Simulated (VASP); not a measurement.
# BP (F-43m) in VASP: further runs

The runs below take BP through elastic constants, with r2SCAN.

Program: VASP 6.6.1. These are calculated values, not measurements. Logs are shortened: lines on timing, memory, paths and dates and some standing lists are left out, and cuts for length are marked.

### 1 The cell of the first run

It takes space group F-43m (No. 216, cubic). Conventional cell: a = 4.528 Å, b = 4.528 Å, c = 4.528 Å, α = 90.00°, β = 90.00°, γ = 90.00°. Within 2.6 Å of B (site symmetry -43m) lie 4 P at 1.96 Å. Within 2.6 Å of P (site symmetry -43m) lie 4 B at 1.96 Å.

### 2 Elastic constants, r2SCAN

Contents of INCAR:

```
SYSTEM = BP
ALGO = Normal ; EDIFF = 1E-8
ENCUT = 600 ; IBRION = 6
ISIF = 3 ; ISMEAR = 0
LASPH = .TRUE. ; LCHARG = .FALSE.
LMIXTAU = .TRUE. ; LREAL = .FALSE.
LWAVE = .FALSE. ; METAGGA = R2SCAN
NELM = 100 ; NFREE = 2
NSW = 1 ; POTIM = 0.015
PREC = Accurate ; SIGMA = 0.01
```

Contents of KPOINTS:

```
k-points
0
G
  8 8 8
  0 0 0
```

Contents of POSCAR:

```
BP
1.0
    0.0000000000      2.2639174542      2.2639174542
    2.2639174542      0.0000000000      2.2639174542
    2.2639174542      2.2639174542      0.0000000000
B P
1 1
Direct
    0.0000000000      0.0000000000      0.0000000000
    0.7500000000      0.7500000000      0.7500000000
```

Potentials or basis: VASP PAW PBE potentials, release 64 (B, P).

Started as:

```sh
cat potpaw_PBE.64/B/POTCAR potpaw_PBE.64/P/POTCAR > POTCAR
mpirun -np 1 vasp_std > vasp.out
```

OUTCAR:

```text
SYSTEM = BP
   EDIFF = 1E-8
   ENCUT = 600
   IBRION = 6
   ISIF = 3
   ISMEAR = 0
   LASPH = .TRUE.
   LREAL = .FALSE.
   METAGGA = R2SCAN
   NELM = 100
   NFREE = 2
   NSW = 1
   POTIM = 0.015
   PREC = Accurate

 ion  position               nearest neighbor table
   1  0.000  0.000  0.000-   2 1.96   2 1.96   2 1.96   2 1.96
   2  0.750  0.750  0.750-   1 1.96   1 1.96   1 1.96   1 1.96

  LATTYP: Found a face centered cubic cell.
 ALAT       =     4.5278349084

  Lattice vectors:

 A1 = (   0.0000000000,   2.2639174542,   2.2639174542)
 A2 = (   2.2639174542,   0.0000000000,   2.2639174542)
 A3 = (   2.2639174542,   2.2639174542,   0.0000000000)

Analysis of symmetry for initial positions (statically):
=====================================================================
 Subroutine PRICEL returns:
 Original cell was already a primitive cell.

 Routine SETGRP: Setting up the symmetry group for a
 face centered cubic supercell.

 Subroutine GETGRP returns: Found 24 space group operations
 (whereof 24 operations were pure point group operations)
 out of a pool of 48 trial point group operations.

The static configuration has the point symmetry T_d .

Analysis of symmetry for dynamics (positions and initial velocities):
=====================================================================
 Subroutine PRICEL returns:
 Original cell was already a primitive cell.

 Routine SETGRP: Setting up the symmetry group for a
 face centered cubic supercell.

 Subroutine GETGRP returns: Found 24 space group operations
 (whereof 24 operations were pure point group operations)
 out of a pool of 48 trial point group operations.

The dynamic configuration has the point symmetry T_d .

 Subroutine INISYM returns: Found 24 space group operations
 (whereof 24 operations are pure point group operations),
 and found     1 'primitive' translations

----------------------------------------------------------------------------------------

                                     Primitive cell

  volume of cell :      23.2066

  direct lattice vectors                    reciprocal lattice vectors
     0.000000000  2.263917454  2.263917454    -0.220856109  0.220856109  0.220856109
     2.263917454  0.000000000  2.263917454     0.220856109 -0.220856109  0.220856109
     2.263917454  2.263917454  0.000000000     0.220856109  0.220856109 -0.220856109

  length of vectors
     3.201662768  3.201662768  3.201662768     0.382534002  0.382534002  0.382534002

  position of ions in fractional coordinates (direct lattice)
     0.000000000  0.000000000  0.000000000
     0.750000000  0.750000000  0.750000000

  ion indices of the primitive-cell ions
   primitive index   ion index
                 1           1
                 2           2

----------------------------------------------------------------------------------------

 KPOINTS: k-points

Automatic generation of k-mesh.
 Grid dimensions read from file:
 generate k-points for:    8    8    8

 Generating k-lattice:

  Cartesian coordinates                     Fractional coordinates (reciprocal lattice)
    -0.027607014  0.027607014  0.027607014     0.125000000  0.000000000  0.000000000
     0.027607014 -0.027607014  0.027607014     0.000000000  0.125000000  0.000000000
     0.027607014  0.027607014 -0.027607014     0.000000000  0.000000000  0.125000000

  Length of vectors
     0.047816750  0.047816750  0.047816750

  Shift w.r.t. Gamma in fractional coordinates (k-lattice)
     0.000000000  0.000000000  0.000000000

 Subroutine IBZKPT returns following result:
 ===========================================

 Found     29 irreducible k-points:

 Following reciprocal coordinates:
            Coordinates               Weight
  0.000000  0.000000  0.000000      1.000000
  0.125000  0.000000  0.000000      8.000000
  0.250000  0.000000  0.000000      8.000000
  0.375000  0.000000  0.000000      8.000000
[... 48 lines left out ...]
   TEBEG  =    0.0;   TEEND  =   0.0 temperature during run
   PSTRESS=    0.0 pullay stress
   NELECT =       8.0000    total number of electrons
   NUPDOWN=      -1.0000    fix difference up-down
   EMIN   =  10.00;   EMAX   =-10.00  energy-range for DOS
   EFERMI =   0.00;   METHOD = LEGACY
   ISMEAR =     0;   SIGMA  =   0.01  broadening in eV -4-tet -1-fermi 0-gaus
   EFERMI_NEDOS =   21; number of points for ismear=-14 and -15
   IALGO  =     38    algorithm
   IMIX   =      4    mixing-type and parameters
     AMIX     =   0.40;   BMIX     =  1.00
     AMIX_MAG =   1.60;   BMIX_MAG =  1.00
  volume/ion in A,a.u.               =      11.60        78.30
  Fermi-wavevector in a.u.,A,eV,Ry     =   1.147892  2.169201 17.927789  1.317655
  Thomas-Fermi vector in A             =   2.284569
   LORBIT       =      0    0 simple, 1 ext, 2 COOP (PROOUT), +10 PAW based schemes
   METAGGA = R2SCAN    functional components
   LHFCALC =     F    Hartree Fock is set to
   AEXX    =    0.0000 exact exchange contribution
[... 53 lines left out ...]
  ---------------------------------------------------
  ext. energy  EPLUGINS =         0.00000000
  ---------------------------------------------------
  free energy    TOTEN  =       -17.30973217 eV

  energy without entropy =      -17.30973217  energy(sigma->0) =      -17.30973217

 E-fermi :   7.7176     XC(G=0): -11.5309

 val. band max:        7.5934768894   @ k =   0.0000   0.0000   0.0000
 cond. band min:       8.9369821516   @ k =   0.0000   0.3750   0.3750
 fundamental gap:      1.3435052623
 Fermi energy:         7.7175601093

 k-point     1 :       0.0000    0.0000    0.0000
  band No.  band energies     occupation
      1      -8.8518      2.00000
      2       7.3453      2.00000
      3       7.4706      2.00000
      4       7.5935      2.00000
      5      11.0386      0.00000
      6      11.1192      0.00000
      7      11.2028      0.00000
      8      15.5882      0.00000
[... 243 lines left out ...]
 k-point    24 :      -0.3750    0.2500    0.1250
  band No.  band energies     occupation
      1      -4.6414      2.00000
      2      -1.4443      2.00000
      3       2.6940      2.00000
      4       4.1295      2.00000
      5      11.9879      0.00000
      6      13.0576      0.00000
      7      16.4163      0.00000
      8      18.0337      0.00000

 [... further k-points ...]
[... 5 lines left out ...]
  --------------------------------------------------------------------------------------
  -------------------------------------------------------------------------------------
  Total        0.0724853      0.0763661      0.0763661      0.0000000     -0.1055401      0.0000000
  in kB        5.0043648      5.2722930      5.2722930      0.0000000     -7.2864574      0.0000000
  external PRESSURE =       5.1829836 kB  Pullay stress =       0.0000000 kB
[... 17 lines left out ...]
  FREE ENERGIE OF THE ION-ELECTRON SYSTEM (eV)
  ---------------------------------------------------
  free  energy   TOTEN  =       -17.3097321691 eV

  energy  without entropy=      -17.3097321691  energy(sigma->0) =      -17.30973217

 INTERNAL STRAIN TENSORS FROM STRAINED CELLS
 ============================================

 INTERNAL STRAIN TENSOR FOR ION    1 for displacements in x,y,z  (eV/Angst):
          X           Y           Z          XY          YZ          ZX
  --------------------------------------------------------------------------------
  x     0.00000     0.00000    -0.00000     0.00000    -7.03563    -0.00000
  y     0.00000     0.00000    -0.00000     0.00000     0.00000    -7.03573
  z     0.00000     0.00000    -0.00000    -7.03542     0.00000     0.00000

 INTERNAL STRAIN TENSORS FROM DISPLACED ATOMS
 ============================================

 INTERNAL STRAIN TENSOR FOR ION    1 for displacements in x,y,z  (eV/Angst):
          X           Y           Z          XY          YZ          ZX
  --------------------------------------------------------------------------------
  x    -0.00000     0.00000     0.00000     0.00000    -7.02588     0.00000
  y    -0.00000    -0.00000    -0.00000     0.00000     0.00000    -7.02588
  z     0.00000     0.00000    -0.00000    -7.02588     0.00000     0.00000

 INTERNAL STRAIN TENSOR FOR ION    2 for displacements in x,y,z  (eV/Angst):
          X           Y           Z          XY          YZ          ZX
  --------------------------------------------------------------------------------
  x    -0.00000     0.00000     0.00000     0.00000     7.03675     0.00000
  y     0.00000    -0.00000     0.00000     0.00000     0.00000     7.03675
  z     0.00000     0.00000    -0.00000     7.03675     0.00000     0.00000

 Eigenvectors and eigenvalues of the dynamical matrix
 ----------------------------------------------------

   1 f  =   24.667595 THz   154.991069 2PiTHz  822.822395 cm-1   102.016929 meV
             X         Y         Z           dx          dy          dz
      0.000000  0.000000  0.000000     0.000000    0.860980    0.000000
      3.395876  3.395876  3.395876     0.000000   -0.508639    0.000000
[... 21 lines left out ...]
   6 f/i=    0.000428 THz     0.002688 2PiTHz    0.014271 cm-1     0.001769 meV
             X         Y         Z           dx          dy          dz
      0.000000  0.000000  0.000000    -0.413992    0.287003    0.070382
      3.395876  3.395876  3.395876    -0.700770    0.485813    0.119136

--------------------------------------------------------------------------------------------------------

 ELASTIC MODULI CONTR FROM IONIC RELAXATION (kBar)
 Direction    XX          YY          ZZ          XY          YZ          ZX
 --------------------------------------------------------------------------------
 XX          -0.0000     -0.0000      0.0000      0.0000     -0.0000     -0.0000
 YY          -0.0000     -0.0000     -0.0000      0.0000      0.0000     -0.0000
 ZZ           0.0000     -0.0000     -0.0000     -0.0000      0.0000     -0.0000
 XY           0.0000      0.0000     -0.0000   -171.0745      0.0000      0.0000
 YZ          -0.0000      0.0000      0.0000      0.0000   -171.0745      0.0000
 ZX          -0.0000     -0.0000     -0.0000      0.0000      0.0000   -171.0745
 --------------------------------------------------------------------------------

 TOTAL ELASTIC MODULI (kBar)
 Direction    XX          YY          ZZ          XY          YZ          ZX
 --------------------------------------------------------------------------------
 XX        3655.5142    749.5876    749.5876      0.0000     -0.0000      0.0000
 YY         749.5876   3655.5142    749.5876      0.0000      0.0000     -0.0000
 ZZ         749.5876    749.5876   3655.5142     -0.0000      0.0000     -0.0000
 XY           0.0000      0.0000     -0.0000   2003.7626      0.0000      0.0000
 YZ          -0.0000      0.0000      0.0000      0.0000   2003.7626      0.0000
 ZX           0.0000     -0.0000     -0.0000      0.0000      0.0000   2003.7626
 --------------------------------------------------------------------------------
```

Wall time 16 min (1 thread of AMD EPYC 9R45 (Zen 5), shared host); peak memory 0.2 GiB.

Results:

| Quantity | Value |
| --- | --- |
| Elastic constants C11, C12, C44 | 366, 75, 200 GPa |
| Voigt bulk modulus | 172 GPa |
| Highest phonon frequency at Γ, LO-TO splitting left out | 823 cm⁻¹ |

Phonon frequencies in cm⁻¹ (negative: imaginary):
```
              q point        frequencies
(0.000, 0.000, 0.000)  0 0 0 823 823 823
```

Elastic tensor in Voigt notation (GPa, in the Cartesian axes of the cell as first typed):
```
366  75  75   0   0   0
 75 366  75   0   0   0
 75  75 366   0   0   0
  0   0   0 200   0   0
  0   0   0   0 200   0
  0   0   0   0   0 200
```

Clamped-ion elastic tensor (GPa):
```
366  75  75   0   0   0
 75 366  75   0   0   0
 75  75 366   0   0   0
  0   0   0 217   0   0
  0   0   0   0 217   0
  0   0   0   0   0 217
```

Caveat: the PAW data sets were made with another functional, which shifts forces and pressure a little.

### 3 Elastic constants, r2SCAN

This run uses another cell than the first one, of 11.67 Å³/atom.

Contents of INCAR:

```
ALGO = Normal ; EDIFF = 1E-8
ENCUT = 600 ; IBRION = 6
ISIF = 3 ; ISMEAR = 0
LASPH = T ; LCHARG = F
LMIXTAU = T ; LREAL = F
LWAVE = F ; METAGGA = R2SCAN
NELM = 80 ; NFREE = 2
NSW = 1 ; POTIM = 0.015
PREC = Accurate ; SIGMA = 0.01
```

Contents of KPOINTS:

```
k-points
0
Gamma
  8 8 8
```

Contents of POSCAR:

```
BP
1.0
    0.0000000000      2.2682552984      2.2682552984
    2.2682552984      0.0000000000      2.2682552984
    2.2682552984      2.2682552984      0.0000000000
B P
1 1
Direct
    0.0000000000      0.0000000000      0.0000000000
    0.7500000000      0.7500000000      0.7500000000
```

Potentials or basis: VASP PAW PBE potentials, release 64 (B, P).

Started as:

```sh
cat potpaw_PBE.64/B/POTCAR potpaw_PBE.64/P/POTCAR > POTCAR
mpirun -np 1 vasp_std > vasp.out
```

Run time: 18 min. Hardware: 1 thread of AMD EPYC 9R45 (Zen 5), shared host; peak memory 0.19 GiB.

Results (log left out):

* Elastic constants C11, C12, C44: 362, 73, 198 GPa
* Voigt bulk modulus: 169 GPa
* Highest phonon frequency at Γ, LO-TO splitting left out: 818 cm⁻¹

Phonon frequencies in cm⁻¹ (negative: imaginary):
| q point | frequencies |
| --- | --- |
| (0.000, 0.000, 0.000) | 0 0 0 818 818 818 |

Elastic tensor in Voigt notation (GPa, in the Cartesian axes of the cell as first typed):
```
362  73  73   0   0   0
 73 362  73   0   0   0
 73  73 362   0   0   0
  0   0   0 198   0   0
  0   0   0   0 198   0
  0   0   0   0   0 198
```

Clamped-ion elastic tensor (GPa):
```
362  73  73   0   0   0
 73 362  73   0   0   0
 73  73 362   0   0   0
  0   0   0 214   0   0
  0   0   0   0 214   0
  0   0   0   0   0 214
```

Caveat: the PAW data sets were made with another functional, which shifts forces and pressure a little.

### 4 Elastic constants, r2SCAN

This run uses another cell than the first one, of 10.81 Å³/atom.

Contents of INCAR:

```
SYSTEM = BP
ALGO = Normal
EDIFF = 1E-8
ENCUT = 600
IBRION = 6
ISIF = 3
ISMEAR = 0
LASPH = .True.
LCHARG = .False.
LMIXTAU = .True.
LREAL = .False.
LWAVE = .False.
METAGGA = R2SCAN
NELM = 80
NFREE = 2
NSW = 1
POTIM = 0.015
PREC = Accurate
SIGMA = 0.01
```

Contents of KPOINTS:

```
k-points
0
Gamma
  8 8 8
  0 0 0
```

Contents of POSCAR:

```
BP
1.0
    0.0000000000      2.2110775689      2.2110775689
    2.2110775689      0.0000000000      2.2110775689
    2.2110775689      2.2110775689      0.0000000000
B P
1 1
Direct
    0.0000000000      0.0000000000      0.0000000000
    0.7500000000      0.7500000000      0.7500000000
```

Started as:

```sh
cat potpaw_PBE.64/B/POTCAR potpaw_PBE.64/P/POTCAR > POTCAR
mpirun -np 1 vasp_std > vasp.out
```

Wall time 15 min (1 thread of Intel Xeon 6975P-C (Granite Rapids), shared host); peak memory 0.22 GiB.

The run converged. Its results:

- Elastic constants C11, C12, C44: 413, 105, 227 GPa
- Voigt bulk modulus: 208 GPa
- Highest phonon frequency at Γ, LO-TO splitting left out: 882 cm⁻¹

Phonon frequencies in cm⁻¹ (negative: imaginary):
```csv
q point,frequencies
"(0.000, 0.000, 0.000)",0 0 0 882 882 882
```

Elastic tensor in Voigt notation (GPa, in the Cartesian axes of the cell as first typed):
```
413 105 105   0   0   0
105 413 105   0   0   0
105 105 413   0   0   0
  0   0   0 227   0   0
  0   0   0   0 227   0
  0   0   0   0   0 227
```

Clamped-ion elastic tensor (GPa):
```
413 105 105   0   0   0
105 413 105   0   0   0
105 105 413   0   0   0
  0   0   0 262   0   0
  0   0   0   0 262   0
  0   0   0   0   0 262
```

Caveat: the cell is under stress, which shifts elastic constants; the PAW data sets were made with another functional, which shifts forces and pressure a little.

### 5 Elastic constants, r2SCAN

This run uses another cell than the first one, of 11.06 Å³/atom.

Contents of INCAR:

```
SYSTEM = BP
PREC = Accurate
ENCUT = 600
EDIFF = 1E-8
ISMEAR = 0
SIGMA = 0.01
LREAL = .False.
LASPH = .True.
NELM = 60
ALGO = Normal
ISIF = 3
LWAVE = .False.
LCHARG = .False.
METAGGA = R2SCAN
LMIXTAU = .True.
NBANDS = 11
IBRION = 6
NFREE = 2
POTIM = 0.015
NSW = 1
```

Contents of KPOINTS:

```
Automatic mesh
0
Gamma
  8 8 8
  0 0 0
```

Contents of POSCAR:

```
BP
1.0
    0.0000000000      2.2283485030      2.2283485030
    2.2283485030      0.0000000000      2.2283485030
    2.2283485030      2.2283485030      0.0000000000
B P
1 1
Direct
    0.0000000000      0.0000000000      0.0000000000
    0.7500000000      0.7500000000      0.7500000000
```

Started as:

```sh
cat potpaw_PBE.64/B/POTCAR potpaw_PBE.64/P/POTCAR > POTCAR
mpirun -np 1 vasp_std > vasp.out
```

Run time: 49 min. Hardware: 1 thread of Intel Xeon 8259CL, shared host; peak memory 0.23 GiB.

It converged, with:

```yaml
Elastic_constants_C11_C12_C44: 397, 95, 219 GPa
Voigt_bulk_modulus: 195 GPa
Highest_phonon_frequency_at_Γ_LO-TO_splitting_left_out: 862 cm⁻¹
```

Phonon frequencies in cm⁻¹ (negative: imaginary):
```tsv
q point	frequencies
(0.000, 0.000, 0.000)	0 0 0 862 862 862
```

Elastic tensor in Voigt notation (GPa, in the Cartesian axes of the cell as first typed):
```
397  95  95   0   0   0
 95 397  95   0   0   0
 95  95 397   0   0   0
  0   0   0 219   0   0
  0   0   0   0 219   0
  0   0   0   0   0 219
```

Clamped-ion elastic tensor (GPa):
```
397  95  95   0   0   0
 95 397  95   0   0   0
 95  95 397   0   0   0
  0   0   0 247   0   0
  0   0   0   0 247   0
  0   0   0   0   0 247
```

Caveat: the cell is under stress, which shifts elastic constants; the PAW data sets were made with another functional, which shifts forces and pressure a little.

### 6 Elastic constants, r2SCAN

This run uses another cell than the first one, of 11.23 Å³/atom.

Contents of INCAR:

```
SYSTEM = BP
  ALGO = Normal
  EDIFF = 1E-8
  ENCUT = 600
  IBRION = 6
  ISIF = 3
  ISMEAR = 0
  LASPH = .True.
  LCHARG = .False.
  LMIXTAU = .True.
  LREAL = .False.
  LWAVE = .False.
  METAGGA = R2SCAN
  NELM = 100
  NFREE = 2
  NSW = 1
  POTIM = 0.015
  PREC = Accurate
  SIGMA = 0.01
```

Contents of KPOINTS:

```
k-points
0
Gamma
  8 8 8
  0 0 0
```

Contents of POSCAR:

```
BP
1.0
    0.0000000000      2.2394873534      2.2394873534
    2.2394873534      0.0000000000      2.2394873534
    2.2394873534      2.2394873534      0.0000000000
B P
1 1
Direct
    0.0000000000      0.0000000000      0.0000000000
    0.7500000000      0.7500000000      0.7500000000
```

Potentials or basis: VASP PAW PBE potentials, release 64 (B, P).

Started as:

```sh
cat potpaw_PBE.64/B/POTCAR potpaw_PBE.64/P/POTCAR > POTCAR
mpirun -np 1 vasp_std > vasp.out
```

Run time: 35 min. Hardware: 1 thread of Intel Xeon 8259CL, shared host; peak memory 0.23 GiB.

It converged, with:

```yaml
Elastic_constants_C11_C12_C44: 387, 88, 213 GPa
Voigt_bulk_modulus: 188 GPa
Highest_phonon_frequency_at_Γ_LO-TO_splitting_left_out: 850 cm⁻¹
```

Phonon frequencies in cm⁻¹ (negative: imaginary):
| q point | frequencies |
| --- | --- |
| (0.000, 0.000, 0.000) | 0 0 0 850 850 850 |

Elastic tensor in Voigt notation (GPa, in the Cartesian axes of the cell as first typed):
```
387  88  88   0   0   0
 88 387  88   0   0   0
 88  88 387   0   0   0
  0   0   0 213   0   0
  0   0   0   0 213   0
  0   0   0   0   0 213
```

Clamped-ion elastic tensor (GPa):
```
387  88  88   0   0   0
 88 387  88   0   0   0
 88  88 387   0   0   0
  0   0   0 237   0   0
  0   0   0   0 237   0
  0   0   0   0   0 237
```

Caveat: the cell is under stress, which shifts elastic constants; the PAW data sets were made with another functional, which shifts forces and pressure a little.
